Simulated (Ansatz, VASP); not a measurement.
# Two plane-wave programs on Bi2Te5

The input INCAR:

```
PREC = Accurate ; ENCUT = 600
EDIFF = 1E-6 ; ISMEAR = 0
SIGMA = 0.1 ; LREAL = False
LASPH = True ; NELM = 60
ALGO = Normal ; ISIF = 3
LWAVE = False ; LCHARG = False
GGA = PE ; IBRION = 2
NSW = 100 ; EDIFFG = -0.01
```

KPOINTS

```
regular mesh
0
Gamma
  4 4 12
```

The input POSCAR:

```
Bi2Te5
1.0
    9.0373416011      0.0000000000      0.0000000000
    0.0000000000      9.0373416011      0.0000000000
    0.0000000000      0.0000000000      3.2381487575
Bi Te
2 5
Direct
    0.5000000000      0.0000000000      0.0000000000
    0.0000000000      0.5000000000      0.0000000000
    0.7301996152      0.7301996152      0.0000000000
    0.2698003848      0.2698003848      0.0000000000
    0.2698003848      0.7301996152      0.0000000000
    0.7301996152      0.2698003848      0.0000000000
    0.5000000000      0.5000000000      0.5000000000
```

Input for Ansatz:

```yaml
crystal:
  lattice:
    - [9.0373416011, 0.0, 0.0]
    - [0.0, 9.0373416011, 0.0]
    - [0.0, 0.0, 3.2381487575]
  atoms:
    - { symbol: Bi, position: [0.5, 0.0, 0.0] }
    - { symbol: Bi, position: [0.0, 0.5, 0.0] }
    - { symbol: Te, position: [0.7301996152, 0.7301996152, 0.0] }
    - { symbol: Te, position: [0.2698003848, 0.2698003848, 0.0] }
    - { symbol: Te, position: [0.2698003848, 0.7301996152, 0.0] }
    - { symbol: Te, position: [0.7301996152, 0.2698003848, 0.0] }
    - { symbol: Te, position: [0.5, 0.5, 0.5] }
basis:
  ecutwfc: 420
kpoints:
  mp_grid: { grid: [4, 4, 12] }
hamiltonian:
  xc: pbe
scf:
  occupations: { method: gaussian, width: 0.1 }
output:
  forces: true
  stress: true
  eigenvalues: true
  write_density: true
  write_potential: true
  elf: true
  volumetric_format: npy
relax:
  adjacent_minimum: "off"
  f_tol: 0.01
  max_steps: 80
  cell: { stress_tol: 0.05 }
```

Alike in both runs: task relaxation of cell and atoms; functional PBE; k mesh 4 × 4 × 12; occupations gaussian, width 0.1 eV; no spin polarisation.

|  | VASP | Ansatz |
| --- | --- | --- |
| version | VASP 6.6.1 | Ansatz 0.2.0 |
| potentials or method | VASP PAW PBE potentials, release 64 (Bi_d, Te), cutoff 600 eV | scalar-relativistic, plane waves, PAW |
| valence electrons in the cell | 60 | 110 |

VASP gave:

- gap on the k mesh at the Fermi level, each at its own relaxed structure (eV): none
- relaxed volume (Å³/atom): 36.87
- relaxed length of the cell vector where the two differ most in proportion (Å): 3.233

Problem. Estimate Ansatz's values.

Solution. gap on the k mesh at the Fermi level, each at its own relaxed structure (eV): none; relaxed volume (Å³/atom): 36.90; relaxed length of the cell vector where the two differ most in proportion (Å): 3.236.

A gap of «none» marks a metal or a gap that the smearing closes. VASP's potentials hold 60 valence electrons a cell and Ansatz's 110, so a difference there can come from the potentials and not from the codes.

Spin-orbit coupling is off throughout.
